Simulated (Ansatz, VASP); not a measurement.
# Two plane-wave programs on Si5Br2

```
Si Br
1.0
     4.50099    0.00000    0.00000
     0.00000    4.77029    0.00000
     0.00000    0.00000    7.61019
Si Br
5 2
Cartesian
  0.0000 0.0000 2.4276
  0.0000 0.0000 5.1825
  2.2505 2.3851 3.8051
  2.2505 0.0000 0.0000
  0.0000 2.3851 0.0000
  2.2505 0.0000 3.8051
  0.0000 0.0000 0.0000
```

Change from the starting cell: species swapped into the Ta2O5 type (Pmmm, No. 47).

Alike in both runs: task relaxation of cell and atoms; functional PBE; k mesh 4 × 4 × 2; occupations gaussian, width 0.1 eV; no spin polarisation.

|  | VASP | Ansatz |
| --- | --- | --- |
| version | VASP 6.6.1 | Ansatz 0.2.0 |
| potentials or method | VASP PAW PBE potentials, release 64 (Si, Br), cutoff 600 eV | scalar-relativistic, plane waves, PAW |
| valence electrons in the cell | 34 | 34 |

```tsv
	VASP	Ansatz	Ansatz less VASP
gap on the k mesh at the Fermi level, each at its own relaxed structure (eV)	none	none	-
relaxed volume (Å³/atom)	31.06	30.94	-0.119
relaxed cell length with the largest relative difference (Å)	5.264	5.251	-0.0125
```

A gap of «none» marks a metal or a gap that the smearing closes.

The k mesh is coarse, so the values compare programs but aren't converged. Noted on VASP's run: the volume moved by over 15 % at a fixed basis, so the end points are rough.
